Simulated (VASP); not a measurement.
# GaN (wurtzite type) (P6_3mc) in VASP: relaxation of cell and atoms with PBE

Aim: the relaxation of cell and atoms of GaN (wurtzite type) with PBE.

Everything below comes from runs of VASP 6.6.1. Logs are shortened: lines on timing, memory, paths and dates and some standing lists are left out, and cuts for length are marked.

## 1. The cell of the first run

It takes space group P6_3mc (No. 186, hexagonal). The conventional cell has a = 2.763 Å, b = 2.763 Å, c = 4.503 Å, α = 90.00°, β = 90.00°, γ = 120.00°. Ga (site symmetry 3m) has 4 N at 1.69 Å within 2.2 Å. N (site symmetry 3m) has 4 Ga at 1.69 Å within 2.2 Å.

## 2. Relaxation of cell and atoms, PBE, target pressure 170 GPa, at which the enthalpy is minimised

File INCAR:

```
SYSTEM = GaN
PREC     = Accurate       ! precision mode
ENCUT    = 600            ! plane-wave cutoff, eV
EDIFF    = 1E-6           ! SCF threshold, eV
ISMEAR   = -1             ! smearing method
SIGMA    = 0.1            ! smearing width, eV
LREAL    = .False.        ! projectors in reciprocal space
LASPH    = .True.         ! aspherical terms in the spheres
NELM     = 100            ! most SCF steps
ALGO     = Normal         ! electronic algorithm
ISIF     = 3              ! what is computed and relaxed
LWAVE    = .False.        ! write WAVECAR
LCHARG   = .False.        ! write CHGCAR
GGA      = PE             ! functional
IBRION   = 2              ! ionic algorithm
NSW      = 60             ! ionic steps
EDIFFG   = -0.005         ! ionic threshold
PSTRESS  = 1700.0
```

File KPOINTS:

```
Automatic mesh
0
Gamma
  13 13 7
  0 0 0
```

File POSCAR:

```
GaN
1.0
    2.7626988690      0.0000000000      0.0000000000
   -1.3813494345      2.3925674036      0.0000000000
    0.0000000000      0.0000000000      4.5031991564
Ga N
2 2
Direct
    0.3333333333      0.6666666667      0.0000000000
    0.6666666667      0.3333333333      0.5000000000
    0.3333333333      0.6666666667      0.3760000000
    0.6666666667      0.3333333333      0.8760000000
```

Potentials or basis: VASP PAW PBE potentials, release 64 (Ga_d, N).

On the command line:

```sh
> cat potpaw_PBE.64/Ga_d/POTCAR potpaw_PBE.64/N/POTCAR > POTCAR
> mpirun -np 1 vasp_std > vasp.out
```

OUTCAR:

```text
SYSTEM = GaN
   PREC = Accurate
   ENCUT = 600
   EDIFF = 1E-6
   ISMEAR = -1
   LREAL = .False.
   LASPH = .True.
   NELM = 100
   ISIF = 3
   GGA = PE
   IBRION = 2
   NSW = 60
   EDIFFG = -0.005
   PSTRESS = 1700.0

 ion  position               nearest neighbor table
   1  0.333  0.667  0.000-   4 1.69   4 1.69   4 1.69   3 1.69   2 2.76   2 2.76   2 2.76   2 2.76
                             2 2.76   2 2.76
   2  0.667  0.333  0.500-   3 1.69   3 1.69   3 1.69   4 1.69   1 2.76   1 2.76   1 2.76   1 2.76
                             1 2.76   1 2.76
   3  0.333  0.667  0.376-   2 1.69   2 1.69   2 1.69   1 1.69
   4  0.667  0.333  0.876-   1 1.69   1 1.69   1 1.69   2 1.69

  LATTYP: Found a hexagonal cell.
 ALAT       =     2.7626988690
 C/A-ratio  =     1.6300000000

  Lattice vectors:

 A1 = (   2.7626988690,   0.0000000000,   0.0000000000)
 A2 = (  -1.3813494345,   2.3925674036,   0.0000000000)
 A3 = (   0.0000000000,   0.0000000000,   4.5031991564)

Analysis of symmetry for initial positions (statically):
=====================================================================
 Subroutine PRICEL returns:
 Original cell was already a primitive cell.

 Routine SETGRP: Setting up the symmetry group for a
 hexagonal supercell.

 Subroutine GETGRP returns: Found 12 space group operations
 (whereof  6 operations were pure point group operations)
 out of a pool of 24 trial point group operations.

The static configuration has the point symmetry C_3v.
 The point group associated with its full space group is C_6v.

Analysis of symmetry for dynamics (positions and initial velocities):
=====================================================================
 Subroutine PRICEL returns:
 Original cell was already a primitive cell.

 Routine SETGRP: Setting up the symmetry group for a
 hexagonal supercell.

 Subroutine GETGRP returns: Found 12 space group operations
 (whereof  6 operations were pure point group operations)
 out of a pool of 24 trial point group operations.

The dynamic configuration has the point symmetry C_3v.
 The point group associated with its full space group is C_6v.

 Subroutine INISYM returns: Found 12 space group operations
 (whereof  6 operations are pure point group operations),
 and found     1 'primitive' translations

----------------------------------------------------------------------------------------

                                     Primitive cell

  volume of cell :      29.7659

  direct lattice vectors                    reciprocal lattice vectors
     2.762698869  0.000000000  0.000000000     0.361964893  0.208980528  0.000000000
    -1.381349434  2.392567404  0.000000000     0.000000000  0.417961057  0.000000000
     0.000000000  0.000000000  4.503199156     0.000000000  0.000000000  0.222064351

  length of vectors
     2.762698869  2.762698869  4.503199156     0.417961057  0.417961057  0.222064351

  position of ions in fractional coordinates (direct lattice)
     0.333333333  0.666666667  0.000000000
     0.666666667  0.333333333  0.500000000
     0.333333333  0.666666667  0.376000000
     0.666666667  0.333333333  0.876000000

  ion indices of the primitive-cell ions
   primitive index   ion index
                 1           1
                 2           2
                 3           3
                 4           4

----------------------------------------------------------------------------------------

 KPOINTS: Automatic mesh

Automatic generation of k-mesh.
 Grid dimensions read from file:
 generate k-points for:   13   13    7

 Generating k-lattice:

  Cartesian coordinates                     Fractional coordinates (reciprocal lattice)
     0.027843453  0.016075425  0.000000000     0.076923077  0.000000000  0.000000000
     0.000000000  0.032150851  0.000000000     0.000000000  0.076923077  0.000000000
     0.000000000  0.000000000  0.031723479     0.000000000  0.000000000  0.142857143

  Length of vectors
     0.032150851  0.032150851  0.031723479

  Shift w.r.t. Gamma in fractional coordinates (k-lattice)
     0.000000000  0.000000000  0.000000000

 Subroutine IBZKPT returns following result:
 ===========================================

 Found     84 irreducible k-points:

 Following reciprocal coordinates:
            Coordinates               Weight
  0.000000  0.000000  0.000000      1.000000
  0.076923  0.000000  0.000000      6.000000
  0.153846  0.000000  0.000000      6.000000
  0.230769  0.000000  0.000000      6.000000
  0.307692  0.000000  0.000000      6.000000
  0.384615 -0.000000  0.000000      6.000000
[... 16 lines left out ...]
  0.076923  0.000000  0.142857     12.000000
  0.153846  0.000000  0.142857     12.000000
 [... further k-points ...]
   k-points           NKPTS =     84   k-points in BZ     NKDIM =     84   number of bands    NBANDS=     22
   number of dos      NEDOS =    301   number of ions     NIONS =      4
   total plane-waves  NPLWV =  20736
   dimension x,y,z NGX =    24 NGY =   24 NGZ =   36
   dimension x,y,z NGXF=    48 NGYF=   48 NGZF=   72
   ions per type =               2   2
   NGX,Y,Z   is equivalent  to a cutoff of  14.44, 14.44, 13.29 a.u.
   NGXF,Y,Z  is equivalent  to a cutoff of  28.88, 28.88, 26.58 a.u.
 SYSTEM =  GaN
   PREC   = accura    normal or accurate (medium, high low for compatibility)
   ISTART =      0    job   : 0-new  1-cont  2-samecut
   ICHARG =      2    charge: 1-file 2-atom 10-const
   ISPIN  =      1    spin polarized calculation?
   LNONCOLLINEAR =      F non collinear calculations
   LSORBIT =      F    spin-orbit coupling
   LASPH  =      T    aspherical Exc in radial PAW
   ENCUT  =  600.0 eV  44.10 Ry    6.64 a.u.   5.52  5.52  8.99*2*pi/ulx,y,z
   NELM   =    100;   NELMIN=  2; NELMDL= -5     # of ELM steps
   EDIFF  = 0.1E-05   stopping-criterion for ELM
   LREAL  =      F    real-space projection
   EDIFFG = -.5E-02   stopping-criterion for IOM
   NSW    =     60    number of steps for IOM
   IBRION =      2    ionic relax: 0-MD 1-quasi-New 2-CG
   NFREE  =      1    steps in history (QN), initial steepest desc. (CG)
   ISIF   =      3    stress and relaxation
   ISYM   =      2    0-nonsym 1-usesym 2-fastsym
   POTIM  = 0.5000    time-step for ionic-motion
   TEBEG  =    0.0;   TEEND  =   0.0 temperature during run
   PSTRESS= 1700.0 pullay stress
   NELECT =      36.0000    total number of electrons
   NUPDOWN=      -1.0000    fix difference up-down
   EMIN   =  10.00;   EMAX   =-10.00  energy-range for DOS
   EFERMI =   0.00;   METHOD = LEGACY
   ISMEAR =    -1;   SIGMA  =   0.10  broadening in eV -4-tet -1-fermi 0-gaus
   EFERMI_NEDOS =   21; number of points for ismear=-14 and -15
   IALGO  =     38    algorithm
   IMIX   =      4    mixing-type and parameters
     AMIX     =   0.40;   BMIX     =  1.00
     AMIX_MAG =   1.60;   BMIX_MAG =  1.00
  volume/ion in A,a.u.               =       7.44        50.22
  Fermi-wavevector in a.u.,A,eV,Ry     =   1.744226  3.296109 41.393325  3.042324
  Thomas-Fermi vector in A             =   2.816147
   LORBIT       =      0    0 simple, 1 ext, 2 COOP (PROOUT), +10 PAW based schemes
   GGA     = PE    functional components
   LHFCALC =     F    Hartree Fock is set to
   AEXX    =    0.0000 exact exchange contribution
   IVDW    =     0    specifies the selected vdW correction
   LEPSILON=     F    determine dielectric tensor
   LRPA    =     F    only Hartree local field effects (RPA)
 conjugate gradient relaxation of ions
 non-spin polarized calculation
  energy-cutoff  :      600.00
  volume of cell :       29.77
 maximum number of plane-waves:      1015
 NGX is ok and might be reduce to    24
   NGX = 11   NGY = 11   NGZ = 17

--------------------------------------- Ionic step        1  -------------------------------------------

 number of electron      35.9999997 magnetization

 Free energy of the ion-electron system (eV)
  ---------------------------------------------------
  ext. energy  EPLUGINS =         0.00000000
  ---------------------------------------------------
  free energy    TOTEN  =       -16.78210124 eV

  energy without entropy =      -16.78210124  energy(sigma->0) =      -16.78210124

------------------------ aborting loop because EDIFF is reached ----------------------------------------

  FORCE on cell =-STRESS in cart. coord.  units (eV):
  Direction    XX          YY          ZZ          XY          YZ          ZX
  --------------------------------------------------------------------------------------
  -------------------------------------------------------------------------------------
  Total       38.5758752     38.5758752     38.9263203      0.0000000      0.0000000      0.0000000
  in kB     2076.3830976   2076.3830977   2095.2461348      0.0000000      0.0000000      0.0000000
  external PRESSURE =     382.6707767 kB  Pullay stress =    1700.0000000 kB
[... 25 lines left out ...]
  enthalpy is  TOTEN    =        14.8011783425 eV   P V=       31.5832795801

--------------------------------------- Ionic step        2  -------------------------------------------

 number of electron      36.0000029 magnetization

 E-fermi :   9.2047     XC(G=0): -12.6795

 val. band max:        7.5298046455   @ k =   0.0000   0.0000   0.0000
 cond. band min:      10.6233906737   @ k =   0.0000   0.0000   0.0000
 fundamental gap:      3.0935860282
 Fermi energy:         9.2047446494

 k-point     1 :       0.0000    0.0000    0.0000
  band No.  band energies     occupation
      1     -10.2146      2.00000
      2      -8.6987      2.00000
      3      -6.2404      2.00000
      4      -6.2027      2.00000
      5      -6.2027      2.00000
      6      -6.0953      2.00000
[... 662 lines left out ...]
  FREE ENERGIE OF THE ION-ELECTRON SYSTEM (eV)
  ---------------------------------------------------
  free  energy   TOTEN  =       -18.5915230619 eV

  energy  without entropy=      -18.5915230617  energy(sigma->0) =      -18.59152306

  enthalpy is  TOTEN    =        14.6402674480 eV   P V=       33.2317905098

[... ionic steps 4 to 14 ...]

--------------------------------------- Ionic step       15  -------------------------------------------

 number of electron      36.0000000 magnetization

------------------------ aborting loop because EDIFF is reached ----------------------------------------

  FORCE on cell =-STRESS in cart. coord.  units (eV):
  Direction    XX          YY          ZZ          XY          YZ          ZX
  --------------------------------------------------------------------------------------
  -------------------------------------------------------------------------------------
  Total       33.0751517     33.0751517     33.0383121      0.0000000     -0.0000000     -0.0000000
  in kB     1700.9209264   1700.9209269   1699.0264135      0.0000000     -0.0000000     -0.0000000
  external PRESSURE =       0.2894222 kB  Pullay stress =    1700.0000000 kB
[... 65 lines left out ...]
  enthalpy is  TOTEN    =        14.6344415931 eV   P V=       33.0546429792

--------------------------------------- Ionic step       17  -------------------------------------------

 number of electron      36.0000000 magnetization

 Free energy of the ion-electron system (eV)
  ---------------------------------------------------
  ext. energy  EPLUGINS =         0.00000000
  ---------------------------------------------------
  free energy    TOTEN  =       -18.42085414 eV

  energy without entropy =      -18.42085414  energy(sigma->0) =      -18.42085414

 E-fermi :  12.5279     XC(G=0): -13.8898

 val. band max:       10.5949137924   @ k =   0.0000   0.0000   0.0000
 cond. band min:      14.8484815123   @ k =   0.0000   0.0000   0.0000
 fundamental gap:      4.2535677200
 Fermi energy:        12.5278941441

 k-point     1 :       0.0000    0.0000    0.0000
  band No.  band energies     occupation
      1      -9.6151      2.00000
      2      -7.4583      2.00000
      3      -4.0931      2.00000
      4      -3.9919      2.00000
      5      -3.9919      2.00000
      6      -3.8092      2.00000
[... 622 lines left out ...]
  FREE ENERGIE OF THE ION-ELECTRON SYSTEM (eV)
  ---------------------------------------------------
  free  energy   TOTEN  =       -18.4208541407 eV

  energy  without entropy=      -18.4208541406  energy(sigma->0) =      -18.42085414

  enthalpy is  TOTEN    =        14.6344415949 eV   P V=       33.0552957357

 reached required accuracy - stopping structural energy minimisation
```

It took 3.5 min on 1 thread of Intel Xeon 6975P-C (Granite Rapids), shared host; peak memory 0.2 GiB.

Results:

* Free energy: -18.4209 eV
* Relaxed volume: 7.79 Å³/atom
* Relaxed cell: a = 2.786 Å, b = 2.786 Å, c = 4.634 Å, α = 90.00°, β = 90.00°, γ = 120.00°
* Space group after relaxing (to 0.1 Å): P6_3mc (No. 186)
* Energy change on relaxing (the run minimises the enthalpy): -409.7 meV/atom
* Ionic steps: 17
* Pressure after relaxing: 170.0 GPa
* Band gap on the k mesh: 4.25 eV

Forces in eV/Å, atoms in the order of the input:
```
Ga   0.000  0.000  0.002
Ga   0.000  0.000  0.002
N    0.000  0.000 -0.002
N    0.000  0.000 -0.002
```

Step by step:
```tsv
step	energy change (eV)	largest force (eV/Å)	pressure (GPa)	volume (Å³)
1	0.0000	0.1041	208.27	29.77
2	-6.2090	0.1269	57.02	38.10
3	-1.8094	0.0223	166.47	31.32
4	-1.6647	0.0267	169.72	31.18
5	-1.6342	0.0278	170.86	31.15
6	-1.6392	0.1844	170.30	31.16
7	-1.6387	0.1668	170.31	31.16
8	-1.6499	0.1238	170.06	31.17
9	-1.6825	0.0115	169.29	31.20
10	-1.6935	0.0593	168.97	31.21
11	-1.6802	0.0547	169.18	31.19
12	-1.6394	0.0433	170.06	31.15
13	-1.6244	0.0393	170.30	31.14
14	-1.6217	0.0388	170.44	31.14
15	-1.6407	0.0078	170.03	31.16
16	-1.6381	0.0014	170.13	31.15
17	-1.6388	0.0024	169.98	31.15
```

Final structure:
```
CELL_PARAMETERS angstrom
2.78629 0.00000 0.00000
-1.39314 2.41299 0.00000
0.00000 0.00000 4.63362
ATOMIC_POSITIONS crystal
Ga 0.33333 0.66667 0.00320
Ga 0.66667 0.33333 0.50320
N 0.33333 0.66667 0.37280
N 0.66667 0.33333 0.87280
```

Caveat: the cell is relaxed towards a set pressure, so the run minimises the enthalpy, not the energy; an odd mesh through Γ misses points on the zone boundary, where band edges can lie.
